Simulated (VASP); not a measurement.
# As (R-3m) in VASP: notebook

Aim: see how the results for As move with the level of theory and the settings. Levels: PBE, LDA. Tasks: single point.

Program: VASP 6.6.1. These are calculated values, not measurements. Logs are shortened: lines on timing, memory, paths and dates and some standing lists are left out, and cuts for length are marked.

## 1. The cell of the first run

It takes space group R-3m (No. 166, trigonal). The conventional cell has a = 3.912 Å, b = 3.912 Å, c = 10.542 Å, α = 90.00°, β = 90.00°, γ = 120.00°. As (site symmetry 3m) has 6 As at 2.58 to 3.20 Å within 3.4 Å.

## 2. Single point, PBE

Contents of INCAR:

```
PREC = Accurate ; ENCUT = 520
EDIFF = 1E-6 ; ISMEAR = -1
SIGMA = 0.05 ; LREAL = F
LASPH = T ; NELM = 100
ALGO = Normal ; ISIF = 2
LWAVE = F ; LCHARG = F
GGA = PE ; NBANDS = 12
```

Contents of KPOINTS:

```
regular mesh
0
Gamma
  7 7 7
```

Contents of POSCAR:

```
As
1.0
    1.9560287746      1.1293137395      3.5140619945
   -1.9560287746      1.1293137395      3.5140619945
    0.0000000000     -2.2586274792      3.5140619945
As
2
Direct
    0.2260000000      0.2260000000      0.2260000000
    0.7740000000      0.7740000000      0.7740000000
```

Potentials or basis: VASP PAW PBE potentials, release 64 (As).

The run is started by

```
$ cat potpaw_PBE.64/As/POTCAR > POTCAR
$ mpirun -np 1 vasp_std > vasp.out
```

OUTCAR:

```text
PREC = Accurate
   ENCUT = 520
   EDIFF = 1E-6
   ISMEAR = -1
   LREAL = F
   LASPH = T
   NELM = 100
   ISIF = 2
   GGA = PE

 ion  position               nearest neighbor table
   1  0.226  0.226  0.226-   2 2.58   2 2.58   2 2.58
   2  0.774  0.774  0.774-   1 2.58   1 2.58   1 2.58

  LATTYP: Found a trigonal (rhomboedric) cell.
 ALAT       =     4.1773232806
 COS(alpha) =     0.5614851536

  Lattice vectors:

 A1 = (   1.9560287746,   1.1293137395,   3.5140619945)
 A2 = (  -1.9560287746,   1.1293137395,   3.5140619945)
 A3 = (   0.0000000000,  -2.2586274792,   3.5140619945)

Analysis of symmetry for initial positions (statically):
=====================================================================
 Subroutine PRICEL returns:
 Original cell was already a primitive cell.

 Routine SETGRP: Setting up the symmetry group for a
 trigonal (rhombohedral) supercell.

 Subroutine GETGRP returns: Found 12 space group operations
 (whereof 12 operations were pure point group operations)
 out of a pool of 12 trial point group operations.

The static configuration has the point symmetry D_3d.

Analysis of symmetry for dynamics (positions and initial velocities):
=====================================================================
 Subroutine PRICEL returns:
 Original cell was already a primitive cell.

 Routine SETGRP: Setting up the symmetry group for a
 trigonal (rhombohedral) supercell.

 Subroutine GETGRP returns: Found 12 space group operations
 (whereof 12 operations were pure point group operations)
 out of a pool of 12 trial point group operations.

The dynamic configuration has the point symmetry D_3d.

 Subroutine INISYM returns: Found 12 space group operations
 (whereof 12 operations are pure point group operations),
 and found     1 'primitive' translations

----------------------------------------------------------------------------------------

                                     Primitive cell

  volume of cell :      46.5747

  direct lattice vectors                    reciprocal lattice vectors
     1.956028775  1.129313739  3.514061995     0.255619961  0.147582254  0.094856987
    -1.956028775  1.129313739  3.514061995    -0.255619961  0.147582254  0.094856987
     0.000000000 -2.258627479  3.514061995     0.000000000 -0.295164507  0.094856987

  length of vectors
     4.177323281  4.177323281  4.177323281     0.310032150  0.310032150  0.310032150

  position of ions in fractional coordinates (direct lattice)
     0.226000000  0.226000000  0.226000000
     0.774000000  0.774000000  0.774000000

  ion indices of the primitive-cell ions
   primitive index   ion index
                 1           1
                 2           2

----------------------------------------------------------------------------------------

 KPOINTS: regular mesh

Automatic generation of k-mesh.
 Grid dimensions read from file:
 generate k-points for:    7    7    7

 Generating k-lattice:

  Cartesian coordinates                     Fractional coordinates (reciprocal lattice)
     0.036517137  0.021083179  0.013550998     0.142857143 -0.000000000  0.000000000
    -0.036517137  0.021083179  0.013550998    -0.000000000  0.142857143  0.000000000
     0.000000000 -0.042166358  0.013550998     0.000000000  0.000000000  0.142857143

  Length of vectors
     0.044290307  0.044290307  0.044290307

  Shift w.r.t. Gamma in fractional coordinates (k-lattice)
     0.000000000  0.000000000  0.000000000

 Subroutine IBZKPT returns following result:
 ===========================================

 Found     44 irreducible k-points:

 Following reciprocal coordinates:
            Coordinates               Weight
  0.000000  0.000000  0.000000      1.000000
  0.142857  0.000000  0.000000      6.000000
  0.285714  0.000000  0.000000      6.000000
  0.428571  0.000000  0.000000      6.000000
  0.142857  0.142857  0.000000      6.000000
  0.285714  0.142857  0.000000     12.000000
[... 16 lines left out ...]
  0.285714  0.285714  0.142857      6.000000
  0.428571  0.285714  0.142857     12.000000
 [... further k-points ...]
   k-points           NKPTS =     44   k-points in BZ     NKDIM =     44   number of bands    NBANDS=     12
   number of dos      NEDOS =    301   number of ions     NIONS =      2
   total plane-waves  NPLWV =  32768
   dimension x,y,z NGX =    32 NGY =   32 NGZ =   32
   dimension x,y,z NGXF=    64 NGYF=   64 NGZF=   64
   ions per type =               2
   NGX,Y,Z   is equivalent  to a cutoff of  12.74, 12.74, 12.74 a.u.
   NGXF,Y,Z  is equivalent  to a cutoff of  25.47, 25.47, 25.47 a.u.
 SYSTEM =  unknown system
   PREC   = accura    normal or accurate (medium, high low for compatibility)
   ISTART =      0    job   : 0-new  1-cont  2-samecut
   ICHARG =      2    charge: 1-file 2-atom 10-const
   ISPIN  =      1    spin polarized calculation?
   LNONCOLLINEAR =      F non collinear calculations
   LSORBIT =      F    spin-orbit coupling
   LASPH  =      T    aspherical Exc in radial PAW
   ENCUT  =  520.0 eV  38.22 Ry    6.18 a.u.   7.77  7.77  7.77*2*pi/ulx,y,z
   NELM   =    100;   NELMIN=  2; NELMDL= -5     # of ELM steps
   EDIFF  = 0.1E-05   stopping-criterion for ELM
   LREAL  =      F    real-space projection
   EDIFFG = 0.1E-04   stopping-criterion for IOM
   NSW    =      0    number of steps for IOM
   IBRION =     -1    ionic relax: 0-MD 1-quasi-New 2-CG
   NFREE  =      0    steps in history (QN), initial steepest desc. (CG)
   ISIF   =      2    stress and relaxation
   ISYM   =      2    0-nonsym 1-usesym 2-fastsym
   POTIM  = 0.5000    time-step for ionic-motion
   TEBEG  =    0.0;   TEEND  =   0.0 temperature during run
   PSTRESS=    0.0 pullay stress
   NELECT =      10.0000    total number of electrons
   NUPDOWN=      -1.0000    fix difference up-down
   EMIN   =  10.00;   EMAX   =-10.00  energy-range for DOS
   EFERMI =   0.00;   METHOD = LEGACY
   ISMEAR =    -1;   SIGMA  =   0.05  broadening in eV -4-tet -1-fermi 0-gaus
   EFERMI_NEDOS =   21; number of points for ismear=-14 and -15
   IALGO  =     38    algorithm
   IMIX   =      4    mixing-type and parameters
     AMIX     =   0.40;   BMIX     =  1.00
     AMIX_MAG =   1.60;   BMIX_MAG =  1.00
  volume/ion in A,a.u.               =      23.29       157.15
  Fermi-wavevector in a.u.,A,eV,Ry     =   0.980298  1.852494 13.074976  0.960984
  Thomas-Fermi vector in A             =   2.111217
   LORBIT       =      0    0 simple, 1 ext, 2 COOP (PROOUT), +10 PAW based schemes
   GGA     = PE    functional components
   LHFCALC =     F    Hartree Fock is set to
   AEXX    =    0.0000 exact exchange contribution
   IVDW    =     0    specifies the selected vdW correction
   LEPSILON=     F    determine dielectric tensor
   LRPA    =     F    only Hartree local field effects (RPA)
 non-spin polarized calculation
  energy-cutoff  :      520.00
  volume of cell :       46.57
 maximum number of plane-waves:      1272
   NGX = 15   NGY = 15   NGZ = 15

 number of electron      10.0000001 magnetization

 Free energy of the ion-electron system (eV)
  ---------------------------------------------------
  ext. energy  EPLUGINS =         0.00000000
  ---------------------------------------------------
  free energy    TOTEN  =        -9.34365385 eV

  energy without entropy =       -9.34223035  energy(sigma->0) =       -9.34294210

 E-fermi :   4.4984     XC(G=0):  -9.6377

 val. band max:        4.3995256280   @ k =   0.4286   0.2857   0.2857
 cond. band min:       4.5932779282   @ k =   0.4286   0.0000   0.0000
 fundamental gap:      0.1937523002
 Fermi energy:         4.4984395640

 k-point     1 :       0.0000    0.0000    0.0000
  band No.  band energies     occupation
      1      -9.7369      2.00000
      2      -1.5006      2.00000
      3       2.5867      2.00000
      4       2.5867      2.00000
      5       2.6524      2.00000
      6       6.1863      0.00000
      7       7.3892      0.00000
      8       7.3892      0.00000
      9      11.3322      0.00000
     10      11.3322      0.00000
     11      11.8985      0.00000
     12      13.1151      0.00000

 k-point     2 :       0.1429    0.0000    0.0000
  band No.  band energies     occupation
      1      -9.4902      2.00000
      2      -2.2910      2.00000
      3       2.4240      2.00000
      4       2.4446      2.00000
      5       2.9103      2.00000
      6       6.3095      0.00000
      7       6.9752      0.00000
      8       7.1639      0.00000
      9      10.3917      0.00000
     10      11.2448      0.00000
     11      11.2893      0.00000
     12      14.3831      0.00000

 k-point     3 :       0.2857    0.0000    0.0000
  band No.  band energies     occupation
      1      -8.7659      2.00000
      2      -3.9802      2.00000
      3       2.1760      2.00000
      4       2.2424      2.00000
      5       3.4051      2.00000
      6       5.4855      0.00000
      7       6.2784      0.00000
      8       6.5301      0.00000
      9      10.9615      0.00000
     10      11.7524      0.00000
     11      12.4924      0.00000
     12      16.4597      0.00000

 k-point     4 :       0.4286    0.0000    0.0000
  band No.  band energies     occupation
      1      -7.6671      2.00000
      2      -5.7068      2.00000
      3       1.9980      2.00000
      4       2.2425      2.00000
      5       3.9352      1.99997
      6       4.5933      0.26095
      7       5.4506      0.00000
      8       6.0410      0.00000
      9      12.7596      0.00000
     10      13.8521      0.00000
     11      14.8042      0.00000
     12      15.3304      0.00000

 k-point     5 :       0.1429    0.1429    0.0000
  band No.  band energies     occupation
      1      -9.4350      2.00000
      2      -2.3664      2.00000
      3       1.8726      2.00000
      4       2.1028      2.00000
      5       3.6919      2.00000
      6       5.8344      0.00000
      7       6.7281      0.00000
      8       7.8713      0.00000
      9      10.4196      0.00000
     10      11.6758      0.00000
     11      12.0039      0.00000
     12      13.5665      0.00000
[... 228 lines left out ...]
      1      -7.8271      2.00000
      2      -5.2685      2.00000
      3       1.5591      2.00000
      4       1.6239      2.00000
      5       2.5423      2.00000
      6       5.9388      0.00000
      7       6.5021      0.00000
      8       7.0126      0.00000
      9      10.6435      0.00000
     10      14.2854      0.00000
     11      15.0950      0.00000
     12      15.9247      0.00000

 k-point    22 :      -0.1429    0.1429    0.1429
  band No.  band energies     occupation
      1      -8.8296      2.00000
      2      -3.6212      2.00000
      3       1.6757      2.00000
      4       1.8699      2.00000
      5       2.9266      2.00000
      6       5.9057      0.00000
      7       6.5549      0.00000
      8       7.8069      0.00000
      9      10.1044      0.00000
     10      12.1385      0.00000
     11      12.8266      0.00000
     12      15.4553      0.00000

 k-point    23 :       0.2857    0.2857    0.1429
  band No.  band energies     occupation
      1      -9.0646      2.00000
      2      -3.3252      2.00000
      3       1.3632      2.00000
      4       1.9241      2.00000
      5       3.8954      1.99999
      6       5.6830      0.00000
      7       6.9774      0.00000
      8       7.5284      0.00000
      9      10.5245      0.00000
     10      12.7469      0.00000
     11      13.5059      0.00000
     12      14.6466      0.00000

 k-point    24 :       0.4286    0.2857    0.1429
  band No.  band energies     occupation
      1      -8.4688      2.00000
      2      -4.1109      2.00000
      3       0.3174      2.00000
      4       1.3606      2.00000
      5       3.5347      2.00000
      6       6.0194      0.00000
      7       7.4056      0.00000
      8       8.3131      0.00000
      9      10.5041      0.00000
     10      13.4413      0.00000
     11      14.8149      0.00000
     12      15.1805      0.00000

 [... further k-points ...]
[... 5 lines left out ...]
  --------------------------------------------------------------------------------------
  -------------------------------------------------------------------------------------
  Total       -0.9486973     -0.9486973     -0.1953228     -0.0000000      0.0000000      0.0000000
  in kB      -32.6353082    -32.6353082     -6.7191296     -0.0000000      0.0000000      0.0000000
  external PRESSURE =     -23.9965820 kB  Pullay stress =       0.0000000 kB

 VOLUME and BASIS-vectors are now :
 -----------------------------------------------------------------------------
  energy-cutoff  :      520.00
  volume of cell :       46.57
      direct lattice vectors                 reciprocal lattice vectors
     1.956028775  1.129313739  3.514061995     0.255619961  0.147582254  0.094856987
    -1.956028775  1.129313739  3.514061995    -0.255619961  0.147582254  0.094856987
     0.000000000 -2.258627479  3.514061995     0.000000000 -0.295164507  0.094856987

 POSITION                                       TOTAL-FORCE (eV/Angst)
 -----------------------------------------------------------------------------------
      0.00000     -0.00000      2.38253         0.000000     -0.000000      0.053260
      0.00000     -0.00000      8.15965         0.000000      0.000000     -0.053260
 -----------------------------------------------------------------------------------
    total drift:                               -0.000000     -0.000000      0.000000

  FREE ENERGIE OF THE ION-ELECTRON SYSTEM (eV)
  ---------------------------------------------------
  free  energy   TOTEN  =        -9.3436538484 eV

  energy  without entropy=       -9.3422303481  energy(sigma->0) =       -9.34294210
```

It took 6.6 s on 1 thread of Intel Xeon 6975P-C (Granite Rapids), shared host; peak memory 0.17 GiB.

Results:

* Free energy: -9.3437 eV
* Pressure: -2.4 GPa
* Largest force: 0.053 eV/Å
* Band gap on the k mesh: 0.19 eV, indirect (least direct gap 0.66 eV)

Forces on the atoms (eV/Å):
```
As   0.000  0.000  0.053
As   0.000  0.000 -0.053
```

Stress tensor (GPa, compression positive):
```
-3.26  0.00  0.00
 0.00 -3.26  0.00
 0.00  0.00 -0.67
```

A k mesh can miss the band edges.

## 3. Single point, LDA

This run uses another cell than the first one, of 20.24 Å³/atom, 0.869 times its volume.

Contents of INCAR:

```
SYSTEM = As
ALGO     = Normal         ! electronic algorithm
EDIFF    = 1E-7           ! SCF threshold, eV
ENCUT    = 520            ! plane-wave cutoff, eV
GGA      = CA             ! functional
ISIF     = 2              ! what is computed and relaxed
ISMEAR   = -1             ! smearing method
LASPH    = .TRUE.         ! aspherical terms in the spheres
LCHARG   = .FALSE.        ! write CHGCAR
LREAL    = .FALSE.        ! projectors in reciprocal space
LWAVE    = .FALSE.        ! write WAVECAR
NBANDS   = 12             ! bands
NELM     = 100            ! most SCF steps
PREC     = Accurate       ! precision mode
SIGMA    = 0.05           ! smearing width, eV
```

Contents of KPOINTS:

```
k-points
0
G
  9 9 9
  0 0 0
```

Contents of POSCAR:

```
As
1.0
    1.8424025153      1.0637115881      3.4423263150
   -1.8424025153      1.0637115881      3.4423263150
    0.0000000000     -2.1274231763      3.4423263150
As
2
Direct
    0.2260000000      0.2260000000      0.2260000000
    0.7740000000      0.7740000000      0.7740000000
```

Potentials or basis: VASP PAW LDA potentials, release 64 (As).

The run is started by

```
$ cat potpaw_LDA.64/As/POTCAR > POTCAR
$ mpirun -np 1 vasp_std > vasp.out
```

Wall time 15 s (1 thread of Intel Xeon 6975P-C (Granite Rapids), shared host); peak memory 0.16 GiB.

It converged, with:

```
Free energy            : -10.7395 eV
Pressure               : 4.5 GPa
Largest force          : 0.789 eV/Å
Band gap on the k mesh : zero (band 5 reaches 6.24 eV, above the bottom of band 6 at 6.09 eV)
```

Forces on the atoms (eV/Å):
```
As   0.000  0.000  0.789
As   0.000  0.000 -0.789
```

Stress tensor (GPa, compression positive):
```
5.40 0.00 0.00
0.00 5.40 0.00
0.00 0.00 2.70
```

Levels at points of the mesh, in eV from the Fermi level:
| k point | band 1 | band 2 | band 3 | band 4 | band 5 | band 6 | band 7 | band 8 | band 9 | band 10 |
| --- | --- | --- | --- | --- | --- | --- | --- | --- | --- | --- |
| (0.00, 0.00, 0.00) | -15.71 | -5.59 | -2.74 | -2.22 | -2.22 | 1.51 | 2.91 | 2.91 | 6.81 | 6.81 |
